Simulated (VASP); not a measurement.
# GaGe3 (Fm-3m) in VASP: notebook

Runs on GaGe3. Level: PBE. Tasks: single point.

Program: VASP 6.6.1. These are calculated values, not measurements. Logs are shortened: lines on timing, memory, paths and dates and some standing lists are left out, and cuts for length are marked.

## (1) The cell of the first run

It takes space group Fm-3m (No. 225, cubic). Conventional cell: a = 6.636 Å, b = 6.636 Å, c = 6.636 Å, α = 90.00°, β = 90.00°, γ = 90.00°. Within 3.8 Å of Ge (site symmetry m-3m) lie 8 Ge at 2.87 Å and 6 Ga at 3.32 Å. Ge (site symmetry -43m) has 10 Ge at 2.87 to 3.32 Å and 4 Ga at 2.87 Å within 3.8 Å. Ga (site symmetry m-3m) has 14 Ge at 2.87 to 3.32 Å within 3.8 Å.

## (2) Single point, PBE

File INCAR:

```
PREC     = Accurate       # precision mode
ENCUT    = 520            # plane-wave cutoff, eV
EDIFF    = 1E-7           # SCF threshold, eV
ISMEAR   = -1             # smearing method
SIGMA    = 0.05           # smearing width, eV
LREAL    = F              # projectors in reciprocal space
LASPH    = T              # aspherical terms in the spheres
NELM     = 80             # most SCF steps
ALGO     = Normal         # electronic algorithm
ISIF     = 2              # what is computed and relaxed
LWAVE    = F              # write WAVECAR
LCHARG   = F              # write CHGCAR
GGA      = PE             # functional
NBANDS   = 36             # bands
```

File KPOINTS:

```
regular mesh
0
Gamma
  7 7 7
```

File POSCAR:

```
GaGe3
1.0
    0.0000000000      3.3180217411      3.3180217411
    3.3180217411      0.0000000000      3.3180217411
    3.3180217411      3.3180217411      0.0000000000
Ge Ga
3 1
Direct
    0.5000000000      0.5000000000      0.5000000000
    0.7500000000      0.7500000000      0.7500000000
    0.2500000000      0.2500000000      0.2500000000
    0.0000000000      0.0000000000      0.0000000000
```

Potentials or basis: VASP PAW PBE potentials, release 64 (Ge_d, Ga_d).

Launch:

```sh
$ cat potpaw_PBE.64/Ge_d/POTCAR potpaw_PBE.64/Ga_d/POTCAR > POTCAR
$ mpirun -np 1 vasp_std > vasp.out
```

OUTCAR:

```text
PREC = Accurate
   ENCUT = 520
   EDIFF = 1E-7
   ISMEAR = -1
   LREAL = F
   LASPH = T
   NELM = 80
   ISIF = 2
   GGA = PE

 ion  position               nearest neighbor table
   1  0.500  0.500  0.500-   3 2.87   3 2.87   3 2.87   2 2.87   3 2.87   2 2.87   2 2.87   2 2.87

   2  0.750  0.750  0.750-   1 2.87   1 2.87   1 2.87   1 2.87   4 2.87   4 2.87   4 2.87   4 2.87

   3  0.250  0.250  0.250-   4 2.87   4 2.87   4 2.87   1 2.87   4 2.87   1 2.87   1 2.87   1 2.87

   4  0.000  0.000  0.000-   2 2.87   2 2.87   2 2.87   2 2.87   3 2.87   3 2.87   3 2.87   3 2.87

  LATTYP: Found a face centered cubic cell.
 ALAT       =     6.6360434822

  Lattice vectors:

 A1 = (   0.0000000000,   3.3180217411,   3.3180217411)
 A2 = (   3.3180217411,   0.0000000000,   3.3180217411)
 A3 = (   3.3180217411,   3.3180217411,   0.0000000000)

Analysis of symmetry for initial positions (statically):
=====================================================================
 Subroutine PRICEL returns:
 Original cell was already a primitive cell.

 Routine SETGRP: Setting up the symmetry group for a
 face centered cubic supercell.

 Subroutine GETGRP returns: Found 48 space group operations
 (whereof 48 operations were pure point group operations)
 out of a pool of 48 trial point group operations.

The static configuration has the point symmetry O_h .

Analysis of symmetry for dynamics (positions and initial velocities):
=====================================================================
 Subroutine PRICEL returns:
 Original cell was already a primitive cell.

 Routine SETGRP: Setting up the symmetry group for a
 face centered cubic supercell.

 Subroutine GETGRP returns: Found 48 space group operations
 (whereof 48 operations were pure point group operations)
 out of a pool of 48 trial point group operations.

The dynamic configuration has the point symmetry O_h .

 Subroutine INISYM returns: Found 48 space group operations
 (whereof 48 operations are pure point group operations),
 and found     1 'primitive' translations

----------------------------------------------------------------------------------------

                                     Primitive cell

  volume of cell :      73.0580

  direct lattice vectors                    reciprocal lattice vectors
     0.000000000  3.318021741  3.318021741    -0.150692201  0.150692201  0.150692201
     3.318021741  0.000000000  3.318021741     0.150692201 -0.150692201  0.150692201
     3.318021741  3.318021741  0.000000000     0.150692201  0.150692201 -0.150692201

  length of vectors
     4.692391347  4.692391347  4.692391347     0.261006549  0.261006549  0.261006549

  position of ions in fractional coordinates (direct lattice)
     0.500000000  0.500000000  0.500000000
     0.750000000  0.750000000  0.750000000
     0.250000000  0.250000000  0.250000000
     0.000000000  0.000000000  0.000000000

  ion indices of the primitive-cell ions
   primitive index   ion index
                 1           1
                 2           2
                 3           3
                 4           4

----------------------------------------------------------------------------------------

 KPOINTS: regular mesh

Automatic generation of k-mesh.
 Grid dimensions read from file:
 generate k-points for:    7    7    7

 Generating k-lattice:

  Cartesian coordinates                     Fractional coordinates (reciprocal lattice)
    -0.021527457  0.021527457  0.021527457     0.142857143  0.000000000  0.000000000
     0.021527457 -0.021527457  0.021527457     0.000000000  0.142857143  0.000000000
     0.021527457  0.021527457 -0.021527457     0.000000000  0.000000000  0.142857143

  Length of vectors
     0.037286650  0.037286650  0.037286650

  Shift w.r.t. Gamma in fractional coordinates (k-lattice)
     0.000000000  0.000000000  0.000000000

 Subroutine IBZKPT returns following result:
 ===========================================

 Found     20 irreducible k-points:

 Following reciprocal coordinates:
            Coordinates               Weight
  0.000000  0.000000  0.000000      1.000000
  0.142857  0.000000  0.000000      8.000000
  0.285714  0.000000  0.000000      8.000000
  0.428571  0.000000  0.000000      8.000000
  0.142857  0.142857  0.000000      6.000000
  0.285714  0.142857  0.000000     24.000000
[... 12 lines left out ...]
 -0.428571  0.428571  0.142857     24.000000
 -0.285714  0.428571  0.142857     24.000000
   k-points           NKPTS =     20   k-points in BZ     NKDIM =     20   number of bands    NBANDS=     36
   number of dos      NEDOS =    301   number of ions     NIONS =      4
   total plane-waves  NPLWV =  46656
   dimension x,y,z NGX =    36 NGY =   36 NGZ =   36
   dimension x,y,z NGXF=    72 NGYF=   72 NGZF=   72
   ions per type =               3   1
   NGX,Y,Z   is equivalent  to a cutoff of  12.75, 12.75, 12.75 a.u.
   NGXF,Y,Z  is equivalent  to a cutoff of  25.51, 25.51, 25.51 a.u.
 SYSTEM =  unknown system
   PREC   = accura    normal or accurate (medium, high low for compatibility)
   ISTART =      0    job   : 0-new  1-cont  2-samecut
   ICHARG =      2    charge: 1-file 2-atom 10-const
   ISPIN  =      1    spin polarized calculation?
   LNONCOLLINEAR =      F non collinear calculations
   LSORBIT =      F    spin-orbit coupling
   LASPH  =      T    aspherical Exc in radial PAW
   ENCUT  =  520.0 eV  38.22 Ry    6.18 a.u.   8.72  8.72  8.72*2*pi/ulx,y,z
   NELM   =     80;   NELMIN=  2; NELMDL= -5     # of ELM steps
   EDIFF  = 0.1E-06   stopping-criterion for ELM
   LREAL  =      F    real-space projection
   EDIFFG = 0.1E-05   stopping-criterion for IOM
   NSW    =      0    number of steps for IOM
   IBRION =     -1    ionic relax: 0-MD 1-quasi-New 2-CG
   NFREE  =      0    steps in history (QN), initial steepest desc. (CG)
   ISIF   =      2    stress and relaxation
   ISYM   =      2    0-nonsym 1-usesym 2-fastsym
   POTIM  = 0.5000    time-step for ionic-motion
   TEBEG  =    0.0;   TEEND  =   0.0 temperature during run
   PSTRESS=    0.0 pullay stress
   NELECT =      55.0000    total number of electrons
   NUPDOWN=      -1.0000    fix difference up-down
   EMIN   =  10.00;   EMAX   =-10.00  energy-range for DOS
   EFERMI =   0.00;   METHOD = LEGACY
   ISMEAR =    -1;   SIGMA  =   0.05  broadening in eV -4-tet -1-fermi 0-gaus
   EFERMI_NEDOS =   21; number of points for ismear=-14 and -15
   IALGO  =     38    algorithm
   IMIX   =      4    mixing-type and parameters
     AMIX     =   0.40;   BMIX     =  1.00
     AMIX_MAG =   1.60;   BMIX_MAG =  1.00
  volume/ion in A,a.u.               =      18.26       123.25
  Fermi-wavevector in a.u.,A,eV,Ry     =   1.489269  2.814310 30.176666  2.217922
  Thomas-Fermi vector in A             =   2.602199
   LORBIT       =      0    0 simple, 1 ext, 2 COOP (PROOUT), +10 PAW based schemes
   GGA     = PE    functional components
   LHFCALC =     F    Hartree Fock is set to
   AEXX    =    0.0000 exact exchange contribution
   IVDW    =     0    specifies the selected vdW correction
   LEPSILON=     F    determine dielectric tensor
   LRPA    =     F    only Hartree local field effects (RPA)
 non-spin polarized calculation
  energy-cutoff  :      520.00
  volume of cell :       73.06
 maximum number of plane-waves:      1992
   NGX = 17   NGY = 17   NGZ = 17

 number of electron      54.9999982 magnetization

 Free energy of the ion-electron system (eV)
  ---------------------------------------------------
  ext. energy  EPLUGINS =         0.00000000
  ---------------------------------------------------
  free energy    TOTEN  =       -15.47806335 eV

  energy without entropy =      -15.46969766  energy(sigma->0) =      -15.47388050

 E-fermi :   6.7335     XC(G=0): -11.3948

 val. band max:        6.6279786447   @ k =  -0.4286   0.1429   0.0000
 cond. band min:       6.8201320028   @ k =   0.2857   0.1429   0.0000
 fundamental gap:      0.1921533581
 Fermi energy:         6.7334764613

 k-point     1 :       0.0000    0.0000    0.0000
  band No.  band energies     occupation
      1     -17.9390      2.00000
      2     -17.9390      2.00000
      3     -17.9313      2.00000
      4     -17.9313      2.00000
      5     -17.9313      2.00000
      6     -17.9061      2.00000
[... 28 lines left out ...]
     35      11.5164      0.00000
     36      17.1838      0.00000

 k-point     2 :       0.1429    0.0000    0.0000
  band No.  band energies     occupation
      1     -17.9359      2.00000
      2     -17.9359      2.00000
      3     -17.9357      2.00000
      4     -17.9341      2.00000
      5     -17.9341      2.00000
      6     -17.9028      2.00000
[... 28 lines left out ...]
     35      12.4445      0.00000
     36      15.5495      0.00000

 k-point     3 :       0.2857    0.0000    0.0000
  band No.  band energies     occupation
      1     -17.9426      2.00000
      2     -17.9426      2.00000
      3     -17.9372      2.00000
      4     -17.9232      2.00000
      5     -17.9232      2.00000
      6     -17.8972      2.00000
[... 28 lines left out ...]
     35      14.4821      0.00000
     36      14.4821      0.00000

 k-point     4 :       0.4286    0.0000    0.0000
  band No.  band energies     occupation
      1     -17.9473      2.00000
      2     -17.9473      2.00000
      3     -17.9321      2.00000
      4     -17.9091      2.00000
      5     -17.9091      2.00000
      6     -17.8936      2.00000
[... 28 lines left out ...]
     35      13.1312      0.00000
     36      14.6515      0.00000

 k-point     5 :       0.1429    0.1429    0.0000
  band No.  band energies     occupation
      1     -17.9395      2.00000
      2     -17.9395      2.00000
      3     -17.9350      2.00000
      4     -17.9326      2.00000
      5     -17.9278      2.00000
      6     -17.9068      2.00000
[... 499 lines left out ...]
 k-point    18 :      -0.4286    0.2857    0.1429
  band No.  band energies     occupation
      1     -17.9485      2.00000
      2     -17.9447      2.00000
      3     -17.9341      2.00000
      4     -17.9142      2.00000
      5     -17.9097      2.00000
      6     -17.8976      2.00000
[... 28 lines left out ...]
     35      14.2419      0.00000
     36      14.7383      0.00000

 k-point    19 :      -0.4286    0.4286    0.1429
  band No.  band energies     occupation
      1     -17.9501      2.00000
      2     -17.9481      2.00000
      3     -17.9279      2.00000
      4     -17.9212      2.00000
      5     -17.9085      2.00000
      6     -17.8985      2.00000
[... 28 lines left out ...]
     35      13.8163      0.00000
     36      14.0501      0.00000

 k-point    20 :      -0.2857    0.4286    0.1429
  band No.  band energies     occupation
      1     -17.9494      2.00000
      2     -17.9413      2.00000
      3     -17.9374      2.00000
      4     -17.9162      2.00000
      5     -17.9064      2.00000
      6     -17.8992      2.00000
[... 28 lines left out ...]
     35      13.7746      0.00000
     36      14.1004      0.00000

------------------------ aborting loop because EDIFF is reached ----------------------------------------

  FORCE on cell =-STRESS in cart. coord.  units (eV):
  Direction    XX          YY          ZZ          XY          YZ          ZX
  --------------------------------------------------------------------------------------
  -------------------------------------------------------------------------------------
  Total        1.7772745      1.7772745      1.7772745      0.0000000      0.0000000      0.0000000
  in kB       38.9760125     38.9760125     38.9760125      0.0000000      0.0000000      0.0000000
  external PRESSURE =      38.9760125 kB  Pullay stress =       0.0000000 kB

 VOLUME and BASIS-vectors are now :
 -----------------------------------------------------------------------------
  energy-cutoff  :      520.00
  volume of cell :       73.06
      direct lattice vectors                 reciprocal lattice vectors
     0.000000000  3.318021741  3.318021741    -0.150692201  0.150692201  0.150692201
     3.318021741  0.000000000  3.318021741     0.150692201 -0.150692201  0.150692201
     3.318021741  3.318021741  0.000000000     0.150692201  0.150692201 -0.150692201

 POSITION                                       TOTAL-FORCE (eV/Angst)
 -----------------------------------------------------------------------------------
      3.31802      3.31802      3.31802         0.000000     -0.000000     -0.000000
      4.97703      4.97703      4.97703         0.000000      0.000000      0.000000
      1.65901      1.65901      1.65901        -0.000000     -0.000000     -0.000000
      0.00000      0.00000      0.00000        -0.000000     -0.000000     -0.000000
 -----------------------------------------------------------------------------------
    total drift:                                0.000000      0.000000      0.000000

  FREE ENERGIE OF THE ION-ELECTRON SYSTEM (eV)
  ---------------------------------------------------
  free  energy   TOTEN  =       -15.4780633453 eV

  energy  without entropy=      -15.4696976597  energy(sigma->0) =      -15.47388050
```

It took 46 s on 1 thread of AMD EPYC 9R45 (Zen 5), shared host; peak memory 0.19 GiB.

Results:

```yaml
Free_energy: -15.4781 eV
Pressure: 3.9 GPa
```

[end of part 1 of 2]
